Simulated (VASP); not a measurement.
# SiO2 (P6_3/mmc) in VASP: further runs, part 2 of 2

VASP 6.6.1. Earlier steps stand in the parts before.

### Step 3. Single point, PBE

This run uses another cell than the first one, of 17.28 Å³/atom.

The input, INCAR:

```
SYSTEM = SiO2
ALGO = Normal
EDIFF = 1E-7
ENCUT = 520
GGA = PE
ISIF = 2
ISMEAR = 0
LASPH = .TRUE.
LCHARG = .FALSE.
LREAL = .FALSE.
LWAVE = .FALSE.
NBANDS = 44
NELM = 80
PREC = Accurate
SIGMA = 0.1
```

The input, KPOINTS:

```
k-points
0
G
  6 6 4
  0 0 0
```

The input, POSCAR:

```
SiO2
1.0
    5.2720175177      0.0000000000      0.0000000000
   -2.6360087588      4.5657010995      0.0000000000
    0.0000000000      0.0000000000      8.6147730507
Si O
4 8
Direct
    0.3333333333      0.6666666667      0.0625940930
    0.6666666667      0.3333333333      0.5625940930
    0.3333333333      0.6666666667      0.4374059070
    0.6666666667      0.3333333333      0.9374059070
    0.3333333333      0.6666666667      0.2500000000
    0.6666666667      0.3333333333      0.7500000000
    0.5000000000      0.0000000000      0.0000000000
    0.5000000000      0.5000000000      0.5000000000
    0.0000000000      0.5000000000      0.0000000000
    0.5000000000      0.0000000000      0.5000000000
    0.5000000000      0.5000000000      0.0000000000
    0.0000000000      0.5000000000      0.5000000000
```

Potentials or basis: VASP PAW PBE potentials, release 64 (Si, O).

The run is started by

```console
cat potpaw_PBE.64/Si/POTCAR potpaw_PBE.64/O/POTCAR > POTCAR
mpirun -np 1 vasp_std > vasp.out
```

OUTCAR:

```text
SYSTEM = SiO2
   EDIFF = 1E-7
   ENCUT = 520
   GGA = PE
   ISIF = 2
   ISMEAR = 0
   LASPH = .TRUE.
   LREAL = .FALSE.
   NELM = 80
   PREC = Accurate

 ion  position               nearest neighbor table
   1  0.333  0.667  0.063-   5 1.61   7 1.61   9 1.61  11 1.61
   2  0.667  0.333  0.563-   6 1.61  10 1.61  12 1.61   8 1.61
   3  0.333  0.667  0.437-   5 1.61  10 1.61  12 1.61   8 1.61
   4  0.667  0.333  0.937-   6 1.61   7 1.61   9 1.61  11 1.61
   5  0.333  0.667  0.250-   1 1.61   3 1.61
   6  0.667  0.333  0.750-   2 1.61   4 1.61
   7  0.500  0.000  0.000-   1 1.61   4 1.61
   8  0.500  0.500  0.500-   2 1.61   3 1.61
   9  0.000  0.500  0.000-   1 1.61   4 1.61
  10  0.500  0.000  0.500-   2 1.61   3 1.61
  11  0.500  0.500  0.000-   1 1.61   4 1.61
  12  0.000  0.500  0.500-   2 1.61   3 1.61

  LATTYP: Found a hexagonal cell.
 ALAT       =     5.2720175177
 C/A-ratio  =     1.6340562264

  Lattice vectors:

 A1 = (   5.2720175177,   0.0000000000,   0.0000000000)
 A2 = (  -2.6360087588,   4.5657010995,   0.0000000000)
 A3 = (   0.0000000000,   0.0000000000,   8.6147730507)

Analysis of symmetry for initial positions (statically):
=====================================================================
 Subroutine PRICEL returns:
 Original cell was already a primitive cell.

 Routine SETGRP: Setting up the symmetry group for a
 hexagonal supercell.

 Subroutine GETGRP returns: Found 24 space group operations
 (whereof 12 operations were pure point group operations)
 out of a pool of 24 trial point group operations.

The static configuration has the point symmetry D_3d.
 The point group associated with its full space group is D_6h.

Analysis of symmetry for dynamics (positions and initial velocities):
=====================================================================
 Subroutine PRICEL returns:
 Original cell was already a primitive cell.

[... 153 lines left out ...]
   LEPSILON=     F    determine dielectric tensor
   LRPA    =     F    only Hartree local field effects (RPA)
 non-spin polarized calculation
 Gauss-broadening in eV      SIGMA  =   0.10
  energy-cutoff  :      520.00
  volume of cell :      207.36
 maximum number of plane-waves:      5601
 NGX is ok and might be reduce to    40
   NGX = 19   NGY = 19   NGZ = 33

 number of electron      63.9999945 magnetization

 Free energy of the ion-electron system (eV)
  ---------------------------------------------------
  ext. energy  EPLUGINS =         0.00000000
  ---------------------------------------------------
  free energy    TOTEN  =       -94.84587138 eV

  energy without entropy =      -94.84587138  energy(sigma->0) =      -94.84587138

 E-fermi :  -0.5158     XC(G=0):  -7.4161

 val. band max:       -0.9738354002   @ k =   0.0000   0.0000   0.0000
 cond. band min:       4.3942837520   @ k =   0.0000   0.0000   0.0000
 fundamental gap:      5.3681191522
 Fermi energy:        -0.5158002591

 k-point     1 :       0.0000    0.0000    0.0000
  band No.  band energies     occupation
      1     -20.3229      2.00000
      2     -19.9218      2.00000
      3     -18.9946      2.00000
      4     -18.3520      2.00000
      5     -18.3508      2.00000
      6     -18.3508      2.00000
[... 976 lines left out ...]
     43      10.1970      0.00000
     44      10.2099      0.00000

------------------------ aborting loop because EDIFF is reached ----------------------------------------

  FORCE on cell =-STRESS in cart. coord.  units (eV):
  Direction    XX          YY          ZZ          XY          YZ          ZX
  --------------------------------------------------------------------------------------
  -------------------------------------------------------------------------------------
  Total        0.2970643      0.2970643      0.1749302      0.0000000     -0.0000000      0.0000000
  in kB        2.2952656      2.2952656      1.3515968      0.0000000     -0.0000000      0.0000000
  external PRESSURE =       1.9807093 kB  Pullay stress =       0.0000000 kB

 VOLUME and BASIS-vectors are now :
 -----------------------------------------------------------------------------
  energy-cutoff  :      520.00
  volume of cell :      207.36
      direct lattice vectors                 reciprocal lattice vectors
     5.272017518  0.000000000  0.000000000     0.189680705  0.109512206  0.000000000
    -2.636008759  4.565701100  0.000000000     0.000000000  0.219024412  0.000000000
     0.000000000  0.000000000  8.614773051     0.000000000  0.000000000  0.116079669

 POSITION                                       TOTAL-FORCE (eV/Angst)
 -----------------------------------------------------------------------------------
     -0.00000      3.04380      0.53923         0.000000      0.000000     -0.028791
      2.63601      1.52190      4.84662        -0.000000     -0.000000     -0.028791
     -0.00000      3.04380      3.76815         0.000000      0.000000      0.028791
      2.63601      1.52190      8.07554        -0.000000     -0.000000      0.028791
     -0.00000      3.04380      2.15369         0.000000     -0.000000      0.000000
      2.63601      1.52190      6.46108        -0.000000      0.000000      0.000000
      2.63601      0.00000      0.00000        -0.000000     -0.000000     -0.000000
      1.31800      2.28285      4.30739        -0.000000     -0.000000     -0.000000
     -1.31800      2.28285      0.00000        -0.000000     -0.000000     -0.000000
      2.63601      0.00000      4.30739        -0.000000     -0.000000     -0.000000
      1.31800      2.28285      0.00000        -0.000000     -0.000000     -0.000000
     -1.31800      2.28285      4.30739        -0.000000     -0.000000     -0.000000
 -----------------------------------------------------------------------------------
    total drift:                               -0.000000      0.000000      0.000000

  FREE ENERGIE OF THE ION-ELECTRON SYSTEM (eV)
  ---------------------------------------------------
  free  energy   TOTEN  =       -94.8458713797 eV

  energy  without entropy=      -94.8458713797  energy(sigma->0) =      -94.84587138
```

Run time: 5.7 min. Hardware: 1 thread of AMD EPYC 7R13, shared host; peak memory 0.34 GiB.

What came out:

```
Free energy            : -94.8459 eV
Pressure               : 0.2 GPa
Largest force          : 0.029 eV/Å
Band gap on the k mesh : 5.37 eV
```

Forces in eV/Å, atoms in the order of the input:
```
Si   0.000  0.000 -0.029
Si   0.000  0.000 -0.029
Si   0.000  0.000  0.029
Si   0.000  0.000  0.029
O    0.000  0.000  0.000
O    0.000  0.000  0.000
O    0.000  0.000  0.000
O    0.000  0.000  0.000
O    0.000  0.000  0.000
O    0.000  0.000  0.000
O    0.000  0.000  0.000
O    0.000  0.000  0.000
```

### Step 4. Single point, PBE

This run uses another cell than the first one, of 17.30 Å³/atom.

The input, INCAR:

```
SYSTEM = SiO2
  ALGO = Normal
  EDIFF = 1E-7
  ENCUT = 520
  GGA = PE
  ISIF = 2
  ISMEAR = 0
  LASPH = .True.
  LCHARG = .False.
  LREAL = .False.
  LWAVE = .False.
  NBANDS = 44
  NELM = 80
  PREC = Accurate
  SIGMA = 0.02
```

The input, KPOINTS:

```
k-points
0
Gamma
  6 6 4
  0 0 0
```

The input, POSCAR:

```
SiO2
1.0
    5.2760331014      0.0000000000      0.0000000000
   -2.6380165507      4.5691786970      0.0000000000
    0.0000000000      0.0000000000      8.6117222801
Si O
4 8
Direct
    0.3333333333      0.6666666667      0.0624424152
    0.6666666667      0.3333333333      0.5624424152
    0.3333333333      0.6666666667      0.4375575848
    0.6666666667      0.3333333333      0.9375575848
    0.3333333333      0.6666666667      0.2500000000
    0.6666666667      0.3333333333      0.7500000000
    0.5000000000      0.0000000000      0.0000000000
    0.5000000000      0.5000000000      0.5000000000
    0.0000000000      0.5000000000      0.0000000000
    0.5000000000      0.0000000000      0.5000000000
    0.5000000000      0.5000000000      0.0000000000
    0.0000000000      0.5000000000      0.5000000000
```

The run is started by

```console
cat potpaw_PBE.64/Si/POTCAR potpaw_PBE.64/O/POTCAR > POTCAR
mpirun -np 1 vasp_std > vasp.out
```

It took 5.8 min on 1 thread of AMD EPYC 7R13, shared host; peak memory 0.34 GiB.

It converged, with:

- Free energy: -94.8464 eV
- Pressure: 0.0 GPa
- Band gap on the k mesh: 5.37 eV

Levels at points of the mesh, in eV from the valence-band top:
```tsv
k point	band 28	band 29	band 30	band 31	band 32	band 33	band 34	band 35	band 36	band 37
(0.00, 0.00, 0.00)	-0.96	-0.02	-0.02	-0.01	0.00	5.37	7.46	8.06	8.21	8.54
(0.50, 0.00, 0.00)	-1.18	-0.99	-0.85	-0.65	-0.01	7.51	7.75	8.54	8.72	9.31
(0.00, 0.00, 0.50)	-0.46	-0.46	-0.46	0.00	0.00	6.13	6.13	8.40	8.40	9.27
(0.50, 0.00, 0.50)	-1.03	-0.80	-0.80	-0.34	-0.34	7.83	7.83	8.10	8.10	9.31
```

A k mesh can miss the band edges. As with any semilocal functional, this PBE gap is likely too small.

### Step 5. Overview

| task | cell | cutoff (eV) | smearing | gap on the mesh (eV) | pressure (GPa) |
| --- | --- | --- | --- | --- | --- |
| relaxation of shape and atoms at fixed volume | relaxed from a = 5.168, b = 5.168, c = 8.436 Å, angles 90.0, 90.0, 120.0°, 12 atoms | 600 | gaussian 0.02 eV | 5.57 | 10.0 |
| single point | a = 5.272, b = 5.272, c = 8.615 Å, angles 90.0, 90.0, 120.0°, 12 atoms | 520 | gaussian 0.1 eV | 5.37 | 0.2 |
| single point | a = 5.276, b = 5.276, c = 8.612 Å, angles 90.0, 90.0, 120.0°, 12 atoms | 520 | gaussian 0.02 eV | 5.37 | 0.0 |

Alike in all rows: level PBE; potentials or basis VASP PAW PBE potentials, release 64 (Si, O); no spin polarisation; k mesh 6 × 6 × 4.

Caveats: the relaxation stopped at its first step, so nothing moved (at least some runs).

Absolute energies hang on the potentials; compare differences alone.
